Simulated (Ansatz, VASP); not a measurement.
**One calculation of AlN, two programs**

File INCAR:

```
PREC     = Accurate       # precision mode
ENCUT    = 600            # plane-wave cutoff, eV
EDIFF    = 1E-7           # SCF threshold, eV
ISMEAR   = 0              # smearing method
SIGMA    = 0.02           # smearing width, eV
LREAL    = F              # projectors in reciprocal space
LASPH    = T              # aspherical terms in the spheres
NELM     = 120            # most SCF steps
ALGO     = Normal         # electronic algorithm
ISIF     = 3              # what is computed and relaxed
LWAVE    = F              # write WAVECAR
LCHARG   = F              # write CHGCAR
GGA      = PE             # functional
IBRION   = 2              # ionic algorithm
NSW      = 50             # ionic steps
EDIFFG   = -0.003         # ionic threshold
GGA_COMPAT= F            
NELMIN   = 4
```

File KPOINTS:

```
Automatic mesh
0
Gamma
  10 10 10
```

POSCAR

```
AlN
1.0
    0.0000000000      2.2103934432      2.2103934432
    2.2103934432      0.0000000000      2.2103934432
    2.2103934432      2.2103934432      0.0000000000
Al N
1 1
Direct
    0.0000000000      0.0000000000      0.0000000000
    0.7500000000      0.7500000000      0.7500000000
```

Input for Ansatz:

```yaml
crystal:
  lattice:
    - [0.0, 2.2103934432, 2.2103934432]
    - [2.2103934432, 0.0, 2.2103934432]
    - [2.2103934432, 2.2103934432, 0.0]
  atoms:
    - { symbol: Al, position: [0.0, 0.0, 0.0] }
    - { symbol: "N", position: [0.75, 0.75, 0.75] }
basis: {}
kpoints:
  mp_grid: { grid: [10, 10, 10] }
hamiltonian:
  xc: pbe
  pseudopotentials: { kind: all_electron, lapw: {} }
scf:
  occupations: { method: gaussian, width: 0.02 }
output:
  forces: true
  stress: true
  eigenvalues: true
relax:
  adjacent_minimum: "off"
  f_tol: 0.003
  max_steps: 30
  cell: { stress_tol: 0.03 }
```

Alike in both runs: task relaxation of cell and atoms; functional PBE; k mesh 10 × 10 × 10; occupations gaussian, width 0.02 eV; no spin polarisation.

|  | VASP | Ansatz |
| --- | --- | --- |
| version | VASP 6.6.1 | Ansatz 0.2.0 |
| potentials or method | VASP PAW PBE potentials, release 64 (Al, N), cutoff 600 eV | scalar-relativistic, all-electron LAPW |

|  | VASP | Ansatz | Ansatz less VASP |
| --- | --- | --- | --- |
| gap on the k mesh at the Fermi level, each at its own relaxed structure (eV) | 3.31 | 3.31 | -0.001 |
| relaxed volume (Å³/atom) | 10.65 | 10.66 | +0.016 |
| relaxed cell length with the largest relative difference (Å) | 3.111 | 3.113 | +0.0015 |

Ansatz ran all-electron here, and VASP with PAW potentials.
